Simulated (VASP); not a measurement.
Set up this calculation in VASP 6.6.1, as the native input.

```yaml
Task: single point
Functional: PBE
Potentials_or_basis: VASP PAW PBE potentials, release 64 (In_d, Se)
Cutoff: 520 eV
k_mesh: 2 × 2 × 1
Occupations: gaussian, width 0.1 eV
Spin: no spin polarisation
Dipole_correction: no
Further_INCAR_settings: ALGO = Normal; EDIFF = 1e-07; NBANDS = 34
```

The structure of InSe2 lies in POSCAR:

```
InSe2
1.0
    4.0456424590      0.0000000000      0.0000000000
    0.0000000000      4.0456424590      0.0000000000
    0.0000000000      0.0000000000      8.6274333616
In Se
2 4
Direct
    0.0000000000      0.5000000000      0.7113511618
    0.5000000000      0.0000000000      0.2886488382
    0.0000000000      0.5000000000      0.3761868351
    0.5000000000      0.0000000000      0.6238131649
    0.0000000000      0.0000000000      0.0000000000
    0.5000000000      0.5000000000      0.0000000000
```

These files were run (other wordings do the same):

INCAR

```
PREC = Accurate
ENCUT = 520
EDIFF = 1E-7
ISMEAR = 0
SIGMA = 0.1
LREAL = F
LASPH = T
NELM = 80
ALGO = Normal
ISIF = 2
LWAVE = F
LCHARG = F
GGA = PE
NBANDS = 34
```

KPOINTS

```
regular mesh
0
Gamma
  2 2 1
```

Potentials or basis: VASP PAW PBE potentials, release 64 (In_d, Se).

Run with:

```bash
$ cat potpaw_PBE.64/In_d/POTCAR potpaw_PBE.64/Se/POTCAR > POTCAR
$ mpirun -np 1 vasp_std > vasp.out
```

It gave:

| Item | Value |
| --- | --- |
| Pressure | 0.0 GPa |
| Band gap on the k mesh | zero (bands 25 and 26 overlap by 0.71 eV) |

Caveat: the k points lie up to 0.78 Å⁻¹ apart, too coarse for converged energies and pressures of a metal; spin-orbit coupling is left out, which moves the levels of the heavy elements.

Run time: 17 s on 1 thread of AMD EPYC 7R13 Processor (Zen 3), on a shared host, peak memory 0.19 GiB.
